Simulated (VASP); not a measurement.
# TaN (P-6m2) in VASP: a series of runs, part 2 of 2

VASP 6.6.1. The steps go on from the part before.

### 3 Single point, PBEsol (volume 9.353 Å^3 an atom, c/a of the conventional cell 0.9061)

INCAR reads:

```
PREC = Accurate
ENCUT = 520
EDIFF = 1E-7
ISMEAR = 0
SIGMA = 0.15
LREAL = F
LASPH = T
NELM = 100
ALGO = Normal
ISIF = 2
LWAVE = F
LCHARG = F
GGA = PS
NBANDS = 15
```

KPOINTS reads:

```
regular mesh
0
Gamma
  21 21 18
```

POSCAR reads:

```
TaN
1.0
    2.8780039741      0.0000000000      0.0000000000
   -1.4390019870      2.4924245538      0.0000000000
    0.0000000000      0.0000000000      2.6077594010
Ta N
1 1
Direct
    0.3333333333      0.6666666667      0.5000000000
    0.0000000000      0.0000000000      0.0000000000
```

Potentials or basis: VASP PAW PBE potentials, release 64 (Ta_pv, N).

The run is started by

```sh
$ cat potpaw_PBE.64/Ta_pv/POTCAR potpaw_PBE.64/N/POTCAR > POTCAR
$ mpirun -np 1 vasp_std > vasp.out
```

OUTCAR:

```text
PREC = Accurate
   ENCUT = 520
   EDIFF = 1E-7
   ISMEAR = 0
   LREAL = F
   LASPH = T
   NELM = 100
   ISIF = 2
   GGA = PS

 ion  position               nearest neighbor table
   1  0.333  0.667  0.500-   2 2.11   2 2.11   2 2.11   2 2.11   2 2.11   2 2.11
   2  0.000  0.000  0.000-   1 2.11   1 2.11   1 2.11   1 2.11   1 2.11   1 2.11

  LATTYP: Found a hexagonal cell.
 ALAT       =     2.8780039741
 C/A-ratio  =     0.9061000000

  Lattice vectors:

 A1 = (   2.8780039741,   0.0000000000,   0.0000000000)
 A2 = (  -1.4390019870,   2.4924245538,   0.0000000000)
 A3 = (   0.0000000000,   0.0000000000,   2.6077594010)

Analysis of symmetry for initial positions (statically):
=====================================================================
 Subroutine PRICEL returns:
 Original cell was already a primitive cell.

 Routine SETGRP: Setting up the symmetry group for a
 hexagonal supercell.

 Subroutine GETGRP returns: Found 12 space group operations
 (whereof 12 operations were pure point group operations)
 out of a pool of 24 trial point group operations.

The static configuration has the point symmetry D_3h.

Analysis of symmetry for dynamics (positions and initial velocities):
=====================================================================
 Subroutine PRICEL returns:
 Original cell was already a primitive cell.

 Routine SETGRP: Setting up the symmetry group for a
 hexagonal supercell.

 Subroutine GETGRP returns: Found 12 space group operations
 (whereof 12 operations were pure point group operations)
 out of a pool of 24 trial point group operations.

The dynamic configuration has the point symmetry D_3h.

 Subroutine INISYM returns: Found 12 space group operations
 (whereof 12 operations are pure point group operations),
 and found     1 'primitive' translations

----------------------------------------------------------------------------------------

                                     Primitive cell

  volume of cell :      18.7060

  direct lattice vectors                    reciprocal lattice vectors
     2.878003974  0.000000000  0.000000000     0.347463037  0.200607878  0.000000000
    -1.439001987  2.492424554  0.000000000     0.000000000  0.401215755  0.000000000
     0.000000000  0.000000000  2.607759401     0.000000000  0.000000000  0.383470960

  length of vectors
     2.878003974  2.878003974  2.607759401     0.401215755  0.401215755  0.383470960

  position of ions in fractional coordinates (direct lattice)
     0.333333333  0.666666667  0.500000000
     0.000000000  0.000000000  0.000000000

  ion indices of the primitive-cell ions
   primitive index   ion index
                 1           1
                 2           2

----------------------------------------------------------------------------------------

 KPOINTS: regular mesh

Automatic generation of k-mesh.
 Grid dimensions read from file:
 generate k-points for:   21   21   18

 Generating k-lattice:

  Cartesian coordinates                     Fractional coordinates (reciprocal lattice)
     0.016545859  0.009552756  0.000000000     0.047619048  0.000000000  0.000000000
     0.000000000  0.019105512  0.000000000     0.000000000  0.047619048  0.000000000
     0.000000000  0.000000000  0.021303942     0.000000000  0.000000000  0.055555556

  Length of vectors
     0.019105512  0.019105512  0.021303942

  Shift w.r.t. Gamma in fractional coordinates (k-lattice)
     0.000000000  0.000000000  0.000000000

 Subroutine IBZKPT returns following result:
 ===========================================

 Found    480 irreducible k-points:

 Following reciprocal coordinates:
            Coordinates               Weight
  0.000000  0.000000  0.000000      1.000000
  0.047619  0.000000  0.000000      6.000000
  0.095238  0.000000  0.000000      6.000000
  0.142857  0.000000  0.000000      6.000000
  0.190476  0.000000  0.000000      6.000000
  0.238095  0.000000  0.000000      6.000000
[... 16 lines left out ...]
  0.142857  0.095238  0.000000     12.000000
  0.190476  0.095238  0.000000     12.000000
 [... further k-points ...]
   k-points           NKPTS =    480   k-points in BZ     NKDIM =    480   number of bands    NBANDS=     15
   number of dos      NEDOS =    301   number of ions     NIONS =      2
   total plane-waves  NPLWV =  11520
   dimension x,y,z NGX =    24 NGY =   24 NGZ =   20
   dimension x,y,z NGXF=    48 NGYF=   48 NGZF=   40
   ions per type =               1   1
   NGX,Y,Z   is equivalent  to a cutoff of  13.86, 13.86, 12.75 a.u.
   NGXF,Y,Z  is equivalent  to a cutoff of  27.73, 27.73, 25.50 a.u.
 SYSTEM =  unknown system
   PREC   = accura    normal or accurate (medium, high low for compatibility)
   ISTART =      0    job   : 0-new  1-cont  2-samecut
   ICHARG =      2    charge: 1-file 2-atom 10-const
   ISPIN  =      1    spin polarized calculation?
   LNONCOLLINEAR =      F non collinear calculations
   LSORBIT =      F    spin-orbit coupling
   LASPH  =      T    aspherical Exc in radial PAW
   ENCUT  =  520.0 eV  38.22 Ry    6.18 a.u.   5.35  5.35  4.85*2*pi/ulx,y,z
   NELM   =    100;   NELMIN=  2; NELMDL= -5     # of ELM steps
   EDIFF  = 0.1E-06   stopping-criterion for ELM
   LREAL  =      F    real-space projection
   EDIFFG = 0.1E-05   stopping-criterion for IOM
   NSW    =      0    number of steps for IOM
   IBRION =     -1    ionic relax: 0-MD 1-quasi-New 2-CG
   NFREE  =      0    steps in history (QN), initial steepest desc. (CG)
   ISIF   =      2    stress and relaxation
   ISYM   =      2    0-nonsym 1-usesym 2-fastsym
   POTIM  = 0.5000    time-step for ionic-motion
   TEBEG  =    0.0;   TEEND  =   0.0 temperature during run
   PSTRESS=    0.0 pullay stress
   NELECT =      16.0000    total number of electrons
   NUPDOWN=      -1.0000    fix difference up-down
   EMIN   =  10.00;   EMAX   =-10.00  energy-range for DOS
   EFERMI =   0.00;   METHOD = LEGACY
   ISMEAR =     0;   SIGMA  =   0.15  broadening in eV -4-tet -1-fermi 0-gaus
   EFERMI_NEDOS =   21; number of points for ismear=-14 and -15
   IALGO  =     38    algorithm
   IMIX   =      4    mixing-type and parameters
     AMIX     =   0.40;   BMIX     =  1.00
     AMIX_MAG =   1.60;   BMIX_MAG =  1.00
  volume/ion in A,a.u.               =       9.35        63.12
  Fermi-wavevector in a.u.,A,eV,Ry     =   1.554013  2.936658 32.857457  2.414955
  Thomas-Fermi vector in A             =   2.658160
   LORBIT       =      0    0 simple, 1 ext, 2 COOP (PROOUT), +10 PAW based schemes
   GGA     = PS    functional components
   LHFCALC =     F    Hartree Fock is set to
   AEXX    =    0.0000 exact exchange contribution
   IVDW    =     0    specifies the selected vdW correction
   LEPSILON=     F    determine dielectric tensor
   LRPA    =     F    only Hartree local field effects (RPA)
 non-spin polarized calculation
 Gauss-broadening in eV      SIGMA  =   0.15
  energy-cutoff  :      520.00
  volume of cell :       18.71
 maximum number of plane-waves:       526
 NGX is ok and might be reduce to    24
   NGX = 11   NGY = 11   NGZ =  9

 number of electron      15.9999998 magnetization

 Free energy of the ion-electron system (eV)
  ---------------------------------------------------
  ext. energy  EPLUGINS =         0.00000000
  ---------------------------------------------------
  free energy    TOTEN  =       -23.08527302 eV

  energy without entropy =      -23.08288694  energy(sigma->0) =      -23.08407998

 E-fermi :   9.7667     XC(G=0): -14.2763

 val. band max:        9.7539972101   @ k =   0.0476   0.0476   0.3889
 cond. band min:       9.8065311766   @ k =   0.0476   0.0476   0.4444
 fundamental gap:      0.0525339665
 Fermi energy:         9.7666707047

 k-point     1 :       0.0000    0.0000    0.0000
  band No.  band energies     occupation
      1     -24.5241      2.00000
      2     -24.5241      2.00000
      3     -24.3873      2.00000
      4      -9.2434      2.00000
      5       3.7442      2.00000
      6       3.7442      2.00000
      7       4.7635      2.00000
      8       7.2115      2.00000
      9      12.2450      0.00000
     10      14.4814      0.00000
     11      14.4814      0.00000
     12      14.8008      0.00000
     13      14.8008      0.00000
     14      23.5356      0.00000
     15      24.3636      0.00000
[... 397 lines left out ...]
 k-point    24 :       0.1905    0.0952    0.0000
  band No.  band energies     occupation
      1     -25.2652      2.00000
      2     -24.7189      2.00000
      3     -24.2952      2.00000
      4      -7.8557      2.00000
      5       1.6728      2.00000
      6       4.7232      2.00000
      7       5.7265      2.00000
      8       5.8959      2.00000
      9      12.3774      0.00000
     10      13.9918      0.00000
     11      14.6718      0.00000
     12      16.1671      0.00000
     13      16.2640      0.00000
     14      23.5581      0.00000
     15      24.1479      0.00000

 [... further k-points ...]
[... 5 lines left out ...]
  --------------------------------------------------------------------------------------
  -------------------------------------------------------------------------------------
  Total        4.8810739      4.8810739     14.0153940      0.0000000     -0.0000000      0.0000000
  in kB      418.0661813    418.0661814   1200.4248141      0.0000000     -0.0000000      0.0000000
  external PRESSURE =     678.8523923 kB  Pullay stress =       0.0000000 kB

 VOLUME and BASIS-vectors are now :
 -----------------------------------------------------------------------------
  energy-cutoff  :      520.00
  volume of cell :       18.71
      direct lattice vectors                 reciprocal lattice vectors
     2.878003974  0.000000000  0.000000000     0.347463037  0.200607878  0.000000000
    -1.439001987  2.492424554  0.000000000     0.000000000  0.401215755  0.000000000
     0.000000000  0.000000000  2.607759401     0.000000000  0.000000000  0.383470960

 POSITION                                       TOTAL-FORCE (eV/Angst)
 -----------------------------------------------------------------------------------
     -0.00000      1.66162      1.30388        -0.000000      0.000000      0.000000
      0.00000      0.00000      0.00000         0.000000     -0.000000      0.000000
 -----------------------------------------------------------------------------------
    total drift:                                0.000000     -0.000000     -0.000000

  FREE ENERGIE OF THE ION-ELECTRON SYSTEM (eV)
  ---------------------------------------------------
  free  energy   TOTEN  =       -23.0852730197 eV

  energy  without entropy=      -23.0828869449  energy(sigma->0) =      -23.08407998
```

stdout:

```text
POSCAR found type information on POSCAR TaN
 POSCAR found :  2 types and       2 ions
 scaLAPACK will be used
 -----------------------------------------------------------------------------
|                                                                             |
|                                                                             |
|     You enforced a specific xc type in the INCAR file but a different       |
|     I HOPE YOU KNOW WHAT YOU ARE DOING!                                     |
|                                                                             |
 -----------------------------------------------------------------------------

 LDA part: xc-table for (Slater+PW92), standard interpolation
 POSCAR, INCAR and KPOINTS ok, starting setup
 FFT: planning ... GRIDC
 FFT: planning ... GRID_SOFT
 FFT: planning ... GRID
 WAVECAR not read
 entering main loop
```

Wall time 62 s (1 thread of Intel Xeon Platinum 8259CL at 2.50GHz (Skylake/Cascade Lake), shared host); peak memory 0.25 GiB.

What came out:

* Free energy: -23.0853 eV
* Pressure: 67.9 GPa
* Band gap on the k mesh: zero (band 8 reaches 10.08 eV, above the bottom of band 9 at 9.54 eV)

Stress tensor (GPa, compression positive):
```
 41.81   0.00   0.00
  0.00  41.81   0.00
  0.00   0.00 120.04
```

Levels at points of the mesh, in eV from the Fermi level:
| k point | band 6 | band 7 | band 8 | band 9 | band 10 | band 11 |
| --- | --- | --- | --- | --- | --- | --- |
| (0.00, 0.00, 0.00) | -6.02 | -5.00 | -2.56 | 2.48 | 4.71 | 4.71 |
| (0.00, 0.00, 0.50) | -5.08 | -5.08 | -0.18 | -0.18 | 2.91 | 2.91 |

Caveat: the PAW data sets were made with another functional, which shifts forces and pressure a little; spin-orbit coupling is left out, which moves the levels of the heavy elements.

### 4 Single point, PBEsol (volume 9.353 Å^3 an atom, c/a of the conventional cell 1.0637)

INCAR reads:

```
ALGO = Normal ; EDIFF = 1E-7
ENCUT = 520 ; GGA = PS
ISIF = 2 ; ISMEAR = 0
LASPH = True ; LCHARG = True
LELF = True ; LREAL = False
LVHAR = True ; LWAVE = False
NBANDS = 15 ; NELM = 60
PREC = Accurate ; SIGMA = 0.15
```

KPOINTS reads:

```
k-points
0
Gamma
  21 21 18
```

POSCAR reads:

```
TaN
1.0
    2.7282052879      0.0000000000      0.0000000000
   -1.3641026439      2.3626950861      0.0000000000
    0.0000000000      0.0000000000      2.9019919648
Ta N
1 1
Direct
    0.3333333333      0.6666666667      0.5000000000
    0.0000000000      0.0000000000      0.0000000000
```

The run is started by

```sh
$ cat potpaw_PBE.64/Ta_pv/POTCAR potpaw_PBE.64/N/POTCAR > POTCAR
$ mpirun -np 1 vasp_std > vasp.out
```

Run time: 75 s. Hardware: 1 thread of Intel Xeon Platinum 8259CL at 2.50GHz (Skylake/Cascade Lake), shared host; peak memory 0.24 GiB.

Results (log left out):

* Free energy: -23.1904 eV
* Pressure: 60.8 GPa
* Band gap on the k mesh: zero (band 8 reaches 9.84 eV, above the bottom of band 9 at 9.36 eV)

Stress tensor (GPa, compression positive):
```
80.04  0.00  0.00
 0.00 80.04  0.00
 0.00  0.00 22.28
```

Levels at points of the mesh, in eV from the Fermi level:
| k point | band 4 | band 5 | band 6 | band 7 | band 8 | band 9 | band 10 | band 11 | band 12 | band 13 |
| --- | --- | --- | --- | --- | --- | --- | --- | --- | --- | --- |
| (0.00, 0.00, 0.00) | -18.65 | -5.13 | -4.38 | -4.38 | -3.39 | 3.85 | 3.85 | 4.26 | 4.82 | 4.82 |
| (0.00, 0.00, 0.50) | -15.32 | -10.16 | -3.36 | -3.36 | -0.18 | -0.18 | 1.54 | 4.46 | 4.46 | 9.98 |

Caveat: the PAW data sets were made with another functional, which shifts forces and pressure a little; spin-orbit coupling is left out, which moves the levels of the heavy elements.

### 5 Single point, PBEsol (volume 9.353 Å^3 an atom, c/a of the conventional cell 1.0219)

INCAR reads:

```
SYSTEM = TaN
PREC     = Accurate       ! precision mode
ENCUT    = 520            ! plane-wave cutoff, eV
EDIFF    = 1E-6           ! SCF threshold, eV
ISMEAR   = 0              ! smearing method
SIGMA    = 0.15           ! smearing width, eV
LREAL    = .FALSE.        ! projectors in reciprocal space
LASPH    = .TRUE.         ! aspherical terms in the spheres
NELM     = 60             ! most SCF steps
ALGO     = Normal         ! electronic algorithm
ISIF     = 2              ! what is computed and relaxed
LWAVE    = .FALSE.        ! write WAVECAR
LCHARG   = .TRUE.         ! write CHGCAR
GGA      = PS             ! functional
LELF     = .TRUE.         ! ELF
LVHAR    = .TRUE.       
NBANDS   = 15             ! bands
```

KPOINTS reads:

```
regular mesh
0
G
  21 21 18
  0 0 0
```

POSCAR reads:

```
TaN
1.0
    2.7649076687      0.0000000000      0.0000000000
   -1.3824538343      2.3944802802      0.0000000000
    0.0000000000      0.0000000000      2.8254591466
Ta N
1 1
Direct
    0.3333333333      0.6666666667      0.5000000000
    0.0000000000      0.0000000000      0.0000000000
```

The run is started by

```sh
$ cat potpaw_PBE.64/Ta_pv/POTCAR potpaw_PBE.64/N/POTCAR > POTCAR
$ mpirun -np 1 vasp_std > vasp.out
```

Wall time 67 s (1 thread of Intel Xeon Platinum 8259CL at 2.50GHz (Skylake/Cascade Lake), shared host); peak memory 0.26 GiB.

It converged, with:

| Item | Value |
| --- | --- |
| Free energy | -23.3205 eV |
| Pressure | 61.5 GPa |
| Band gap on the k mesh | zero (band 8 reaches 9.90 eV, above the bottom of band 9 at 9.42 eV) |

Stress tensor (GPa, compression positive):
```
70.01  0.00  0.00
 0.00 70.01  0.00
 0.00  0.00 44.48
```

Levels at points of the mesh, in eV from the Fermi level:
```
           k point  band 4  band 5  band 6  band 7  band 8  band 9  band 10  band 11  band 12  band 13
(0.00, 0.00, 0.00)  -18.73   -5.00   -4.79   -4.79   -3.22    3.78     4.09     4.09     4.83     4.83
(0.00, 0.00, 0.50)  -15.26  -10.20   -3.81   -3.81   -0.15   -0.15     2.25     4.11     4.11     9.73
```

Caveat: the PAW data sets were made with another functional, which shifts forces and pressure a little; spin-orbit coupling is left out, which moves the levels of the heavy elements.

### 6 Summary

| cell | gap on the mesh (eV) | pressure (GPa) |
| --- | --- | --- |
| a = 2.704, b = 2.704, c = 2.819 Å, angles 90.0, 90.0, 120.0°, 2 atoms | none | 92.0 |
| a = 2.878, b = 2.878, c = 2.608 Å, angles 90.0, 90.0, 120.0°, 2 atoms | none | 67.9 |
| a = 2.728, b = 2.728, c = 2.902 Å, angles 90.0, 90.0, 120.0°, 2 atoms | none | 60.8 |
| a = 2.765, b = 2.765, c = 2.825 Å, angles 90.0, 90.0, 120.0°, 2 atoms | none | 61.5 |

Alike in all rows: task single point; level PBEsol; potentials or basis VASP PAW PBE potentials, release 64 (Ta_pv, N); no spin polarisation; k mesh 21 × 21 × 18; cutoff (eV) 520; smearing gaussian 0.15 eV.

Caveats: the PAW data sets were made with another functional, which shifts forces and pressure a little; spin-orbit coupling is left out, which moves the levels of the heavy elements.

Absolute energies hang on the potentials; compare differences alone.
